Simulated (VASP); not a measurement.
# CdSe (I-4m2) in VASP: G0W0 quasiparticle levels with PBE

Aim: the G0W0 quasiparticle levels of CdSe with PBE.

Everything below comes from runs of VASP 6.6.1. Logs are shortened: lines on timing, memory, paths and dates and some standing lists are left out, and cuts for length are marked.

## 1. The cell of the first run

The structure is tetragonal, space group I-4m2 (No. 119). Conventional cell: a = 4.338 Å, b = 4.338 Å, c = 5.951 Å, α = 90.00°, β = 90.00°, γ = 90.00°. Within 3.5 Å of Cd (site symmetry -4m2) lie 4 Se at 2.63 Å. Within 3.5 Å of Se (site symmetry -4m2) lie 4 Cd at 2.63 Å.

## 2. G0W0 quasiparticle levels, PBE

Contents of POSCAR:

```
CdSe
1.0
    0.0000000000      3.0677809654      2.9757475364
    3.0677809654      0.0000000000      2.9757475364
    3.0677809654      3.0677809654      0.0000000000
Cd Se
1 1
Direct
    0.0000000000      0.0000000000      0.0000000000
    0.2500000000      0.2500000000      0.2500000000
```

Contents of INCAR.step1:

```
ALGO = Normal
EDIFF = 1E-8
ENCUT = 500
GGA = PE
ISMEAR = 0
LASPH = True
LCHARG = False
LREAL = False
LWAVE = True
NELM = 100
PREC = Accurate
SIGMA = 0.01
```

Contents of INCAR.step2:

```
ALGO = Exact
EDIFF = 1E-8
ENCUT = 500
GGA = PE
ISMEAR = 0
ISTART = 1
LASPH = True
LCHARG = False
LOPTICS = True
LREAL = False
LWAVE = True
NBANDS = 242
NELM = 1
PREC = Accurate
SIGMA = 0.01
```

Contents of INCAR.step3:

```
ALGO = EVGW0
EDIFF = 1E-8
ENCUT = 500
ENCUTGW = 150.0
GGA = PE
ISMEAR = 0
ISTART = 1
LASPH = True
LCHARG = False
LREAL = False
LWAVE = False
NBANDS = 242
NBANDSGW = 17
NELMGW = 1
NOMEGA = 96
OMEGAMAX = 20
PREC = Accurate
PRECFOCK = Fast
SIGMA = 0.01
```

Contents of KPOINTS:

```
k-points
0
Gamma
  4 4 4
```

Potentials or basis: VASP PAW PBE potentials, release 64 (Cd_GW, Se_GW).

Command:

```bash
cat potpaw_PBE.64/Cd_GW/POTCAR potpaw_PBE.64/Se_GW/POTCAR > POTCAR
cp INCAR.step1 INCAR
mpirun -np 1 vasp_std > vasp.out
cp INCAR.step2 INCAR
mpirun -np 1 vasp_std > vasp.out
cp INCAR.step3 INCAR
mpirun -np 1 vasp_std > vasp.out
```

OUTCAR:

```text
EDIFF = 1E-8
   ENCUT = 500
   ENCUTGW = 150.0
   GGA = PE
   ISMEAR = 0
   ISTART = 1
   LASPH = True
   LREAL = False
   NELMGW = 1
   PREC = Accurate
   PRECFOCK = Fast

 ion  position               nearest neighbor table
   1  0.000  0.000  0.000-   2 2.63   2 2.63   2 2.63   2 2.63
   2  0.250  0.250  0.250-   1 2.63   1 2.63   1 2.63   1 2.63

  LATTYP: Found a body centered tetragonal cell.
 ALAT       =     4.3384974477
 C/A-ratio  =     1.3717871555

  Lattice vectors:

 A1 = (   0.0000000000,  -3.0677809654,  -2.9757475364)
 A2 = (   0.0000000000,   3.0677809654,  -2.9757475364)
 A3 = (   3.0677809654,   0.0000000000,   2.9757475364)

Analysis of symmetry for initial positions (statically):
=====================================================================
 Subroutine PRICEL returns:
 Original cell was already a primitive cell.

 Routine SETGRP: Setting up the symmetry group for a
 body centered tetragonal supercell.

 Subroutine GETGRP returns: Found  8 space group operations
 (whereof  8 operations were pure point group operations)
 out of a pool of 16 trial point group operations.

The static configuration has the point symmetry D_2d.

Analysis of symmetry for dynamics (positions and initial velocities):
=====================================================================
 Subroutine PRICEL returns:
 Original cell was already a primitive cell.

 Routine SETGRP: Setting up the symmetry group for a
 body centered tetragonal supercell.

 Subroutine GETGRP returns: Found  8 space group operations
 (whereof  8 operations were pure point group operations)
 out of a pool of 16 trial point group operations.

The dynamic configuration has the point symmetry D_2d.

 Subroutine INISYM returns: Found  8 space group operations
 (whereof  8 operations are pure point group operations),
 and found     1 'primitive' translations

----------------------------------------------------------------------------------------

                                     Primitive cell

  volume of cell :      56.0112

  direct lattice vectors                    reciprocal lattice vectors
     0.000000000  3.067780965  2.975747536    -0.162984257  0.162984257  0.168025007
     3.067780965  0.000000000  2.975747536     0.162984257 -0.162984257  0.168025007
     3.067780965  3.067780965  0.000000000     0.162984257  0.162984257 -0.168025007

  length of vectors
     4.273915471  4.273915471  4.338497448     0.285236987  0.285236987  0.285236987

  position of ions in fractional coordinates (direct lattice)
     0.000000000  0.000000000  0.000000000
     0.250000000  0.250000000  0.250000000

  ion indices of the primitive-cell ions
   primitive index   ion index
                 1           1
                 2           2

----------------------------------------------------------------------------------------

 KPOINTS: k-points

Automatic generation of k-mesh.
 Grid dimensions read from file:
 generate k-points for:    4    4    4

 Generating k-lattice:

  Cartesian coordinates                     Fractional coordinates (reciprocal lattice)
    -0.040746064  0.040746064  0.042006252     0.250000000  0.000000000  0.000000000
     0.040746064 -0.040746064  0.042006252     0.000000000  0.250000000  0.000000000
     0.040746064  0.040746064 -0.042006252     0.000000000  0.000000000  0.250000000

  Length of vectors
     0.071309247  0.071309247  0.071309247

  Shift w.r.t. Gamma in fractional coordinates (k-lattice)
     0.000000000  0.000000000  0.000000000

 Subroutine IBZKPT returns following result:
 ===========================================

 Found     13 irreducible k-points:

 Following reciprocal coordinates:
            Coordinates               Weight
  0.000000  0.000000  0.000000      1.000000
  0.250000  0.000000  0.000000      8.000000
  0.500000  0.000000  0.000000      4.000000
  0.250000  0.250000  0.000000      2.000000
  0.500000  0.250000  0.000000      8.000000
 -0.250000  0.250000  0.000000      4.000000
  0.500000  0.500000  0.000000      1.000000
  0.250000  0.000000  0.250000      4.000000
  0.500000  0.000000  0.250000     16.000000
 -0.250000  0.000000  0.250000      8.000000
 -0.250000  0.500000  0.250000      4.000000
  0.500000  0.000000  0.500000      2.000000
 -0.250000  0.250000  0.500000      2.000000
   k-points           NKPTS =     13   k-points in BZ     NKDIM =     64   number of bands    NBANDS=    242
   number of dos      NEDOS =    301   number of ions     NIONS =      2
   total plane-waves  NPLWV =  32768
   dimension x,y,z NGX =    32 NGY =   32 NGZ =   32
   dimension x,y,z NGXF=    64 NGYF=   64 NGZF=   64
   ions per type =               1   1
   NGX,Y,Z   is equivalent  to a cutoff of  12.45, 12.45, 12.26 a.u.
   NGXF,Y,Z  is equivalent  to a cutoff of  24.89, 24.89, 24.52 a.u.
 SYSTEM =  unknown system
   PREC   = accura    normal or accurate (medium, high low for compatibility)
   ISTART =      1    job   : 0-new  1-cont  2-samecut
   ICHARG =      0    charge: 1-file 2-atom 10-const
   ISPIN  =      1    spin polarized calculation?
   LNONCOLLINEAR =      F non collinear calculations
   LSORBIT =      F    spin-orbit coupling
   LASPH  =      T    aspherical Exc in radial PAW
   ENCUT  =  500.0 eV  36.75 Ry    6.06 a.u.   7.79  7.79  7.91*2*pi/ulx,y,z
   NELM   =     60;   NELMIN=  2; NELMDL=  0     # of ELM steps
   EDIFF  = 0.1E-07   stopping-criterion for ELM
   LREAL  =      F    real-space projection
   EDIFFG = 0.1E-06   stopping-criterion for IOM
   NSW    =      0    number of steps for IOM
   IBRION =     -1    ionic relax: 0-MD 1-quasi-New 2-CG
   NFREE  =      0    steps in history (QN), initial steepest desc. (CG)
   ISIF   =      0    stress and relaxation
   ISYM   =      3    0-nonsym 1-usesym 2-fastsym
   POTIM  = 0.5000    time-step for ionic-motion
   TEBEG  =    0.0;   TEEND  =   0.0 temperature during run
   PSTRESS=    0.0 pullay stress
   NELECT =      18.0000    total number of electrons
   NUPDOWN=      -1.0000    fix difference up-down
   EMIN   =  10.00;   EMAX   =-10.00  energy-range for DOS
   EFERMI =   0.00;   METHOD = LEGACY
   ISMEAR =     0;   SIGMA  =   0.01  broadening in eV -4-tet -1-fermi 0-gaus
   EFERMI_NEDOS =   21; number of points for ismear=-14 and -15
   IALGO  =     38    algorithm
   IMIX   =      4    mixing-type and parameters
     AMIX     =   0.40;   BMIX     =  1.00
     AMIX_MAG =   1.60;   BMIX_MAG =  1.00
  volume/ion in A,a.u.               =      28.01       188.99
  Fermi-wavevector in a.u.,A,eV,Ry     =   1.121349  2.119042 17.108282  1.257423
  Thomas-Fermi vector in A             =   2.258002
   LORBIT       =      0    0 simple, 1 ext, 2 COOP (PROOUT), +10 PAW based schemes
   GGA     = PE    functional components
   LHFCALC =     T    Hartree Fock is set to
   PRECFOCK=fast      Normal, Fast or Accurate (Low or Medium for compatibility)
   ENCUT4O =  -1.0   cutoff for four orbital integrals eV
   NKREDX  =     1    reduce k-point grid by
   NKREDY  =     1    reduce k-point grid by
   NKREDZ  =     1    reduce k-point grid by
   AEXX    =    1.0000 exact exchange contribution
   HFSCREEN=    0.0000 screening length (either q_TF or 0.3 A-1)
   HFSCREENC=   0.0000 screening length for correlation (either q_TF or 0.3 A-1)
   ENCUTFOCK=  -1.0 apply spherical cutoff to Coloumb kernel
   IVDW    =     0    specifies the selected vdW correction
   LEPSILON=     F    determine dielectric tensor
   LRPA    =     F    only Hartree local field effects (RPA)
   LRPAFORCE           =     F    calculate RPA forces
   ENCUTGW             = 150.0    cutoff for response function in eV
   ENCUTGWSOFT         = 120.0    soft cutoff for Coulomb kernel in GW response function in eV
   ENCUTLF             =  -1.0    cutoff for local field effects
   NELMGW              =     1    number of iterations in solving QP/BSE equation
   NELMHF              =     1    number of iterations in the inner HF iteration
   NKREDLFX            =     1    NKREDLFY  =   1   NKREDLFZ  =   1
 non-spin polarized calculation
 Gauss-broadening in eV      SIGMA  =   0.01
  energy-cutoff  :      500.00
  volume of cell :       56.01
 maximum number of plane-waves:      1432
  NGX = 18; NGY = 18; NGZ = 18
   NGX = 15   NGY = 15   NGZ = 15
 maximum number of plane-waves:       257
 NGX is ok and might be reduce to    18

 QP shifts <psi_nk| G(iteration)W_0 |psi_nk>: iteration 1
 for sc-GW calculations column KS-energies equals QP-energies in previous step
 and V_xc(KS)=  KS-energies - (<T + V_ion + V_H > + <T+V_H+V_ion>^1  + <V_x>^1)

 k-point   1 :       0.0000    0.0000    0.0000
  band No.  KS-energies  QP-energies   sigma(KS)   V_xc(KS)     V^pw_x(r,r')   Z            occupation Imag(sigma)

      1     -10.4286     -10.8058     -13.0157     -12.3912     -19.7243       0.6041       2.0000       0.9861
      2      -5.8001      -7.5034     -17.7027     -15.1751     -22.9128       0.6739       2.0000       0.1993
      3      -5.8001      -7.5034     -17.7027     -15.1751     -22.9128       0.6739       2.0000       0.1993
      4      -5.7868      -7.4879     -17.7166     -15.1919     -22.9380       0.6738       2.0000       0.2006
      5      -5.4246      -7.2230     -18.1263     -15.4882     -23.2251       0.6817       2.0000       0.1457
      6      -5.4163      -7.2233     -18.1504     -15.5056     -23.2457       0.6832       2.0000       0.1456
[... 9 lines left out ...]
     16      13.4733      13.5253      -9.4227      -9.4946      -4.2799       0.7249       0.0000      -0.2728
     17      14.0386      13.7920      -7.2796      -6.9419      -2.0247       0.7304       0.0000      -0.4144

 k-point   2 :       0.2500    0.0000    0.0000
  band No.  KS-energies  QP-energies   sigma(KS)   V_xc(KS)     V^pw_x(r,r')   Z            occupation Imag(sigma)

      1     -10.2403     -10.6618     -13.2902     -12.6147     -19.8853       0.6239       2.0000       0.9812
      2      -5.7461      -7.4576     -17.7660     -15.2290     -22.9691       0.6746       2.0000       0.1963
      3      -5.7356      -7.4465     -17.7814     -15.2449     -22.9919       0.6745       2.0000       0.1967
      4      -5.5841      -7.2638     -17.5648     -15.0806     -22.7159       0.6761       2.0000       0.2079
      5      -5.4179      -7.2194     -18.1364     -15.4972     -23.2391       0.6826       2.0000       0.1474
      6      -5.4179      -7.2194     -18.1364     -15.4972     -23.2391       0.6826       2.0000       0.1474
[... 9 lines left out ...]
     16      12.4658      12.3175      -7.9767      -7.7721      -2.9295       0.7251       0.0000      -0.2571
     17      15.5664      15.4759      -8.3891      -8.2647      -2.6152       0.7277       0.0000      -0.5204

 k-point   3 :       0.5000    0.0000    0.0000
  band No.  KS-energies  QP-energies   sigma(KS)   V_xc(KS)     V^pw_x(r,r')   Z            occupation Imag(sigma)
[... 190 lines left out ...]
      1      -9.9342     -10.4208     -13.7838     -13.0319     -20.2200       0.6472       2.0000       0.9537
      2      -5.6009      -7.3451     -17.6371     -15.0734     -22.7262       0.6804       2.0000       0.1760
      3      -5.5463      -7.2949     -18.0675     -15.4907     -23.2679       0.6786       2.0000       0.1847
      4      -5.5185      -7.2779     -18.1090     -15.5189     -23.2968       0.6793       2.0000       0.1823
      5      -5.3633      -7.1730     -18.2171     -15.5712     -23.3274       0.6840       2.0000       0.1455
      6      -5.0707      -6.7464     -17.7937     -15.3500     -22.8631       0.6857       2.0000       0.1930
[... 9 lines left out ...]
     16      15.2987      15.3197      -9.4495      -9.4781      -3.9672       0.7325       0.0000      -0.4437
     17      15.7286      15.8016      -9.8231      -9.9243      -4.2139       0.7222       0.0000      -0.4882

 k-point  13 :      -0.2500    0.2500    0.5000
  band No.  KS-energies  QP-energies   sigma(KS)   V_xc(KS)     V^pw_x(r,r')   Z            occupation Imag(sigma)

      1      -9.9352     -10.4273     -13.7811     -13.0337     -20.2259       0.6584       2.0000       0.9592
      2      -5.6191      -7.3451     -17.8096     -15.2624     -22.9765       0.6776       2.0000       0.1890
      3      -5.5905      -7.3506     -18.0089     -15.4174     -23.1951       0.6792       2.0000       0.1825
      4      -5.4543      -7.2461     -18.1079     -15.4805     -23.2377       0.6819       2.0000       0.1593
      5      -5.4142      -7.2107     -18.1106     -15.4768     -23.2145       0.6821       2.0000       0.1502
      6      -4.9367      -6.6185     -18.0472     -15.5959     -23.1207       0.6861       2.0000       0.1871
[... 9 lines left out ...]
     16      14.8666      15.0192      -9.3730      -9.5836      -3.7818       0.7244       0.0000      -0.4254
     17      15.0395      15.1663     -10.2316     -10.4070      -4.5365       0.7227       0.0000      -0.4934
```

It took 14 min on 1 thread of Intel Xeon Platinum 8488C (Sapphire Rapids), shared host; peak memory 0.8 GiB.

Results:

```
Quasiparticle gap                                   : 1.21 eV
Least direct quasiparticle gap                      : 1.21 eV
Band gap of the starting levels on the mesh         : 0.53 eV
Least direct gap of the starting levels on the mesh : 0.53 eV
```

Caveat: the k points lie up to 0.45 Å⁻¹ apart; bands, screening cutoff and mesh are small and nothing is extrapolated, so the quasiparticle values aren't converged; the structure was generated, so it needn't be the stable form of CdSe.
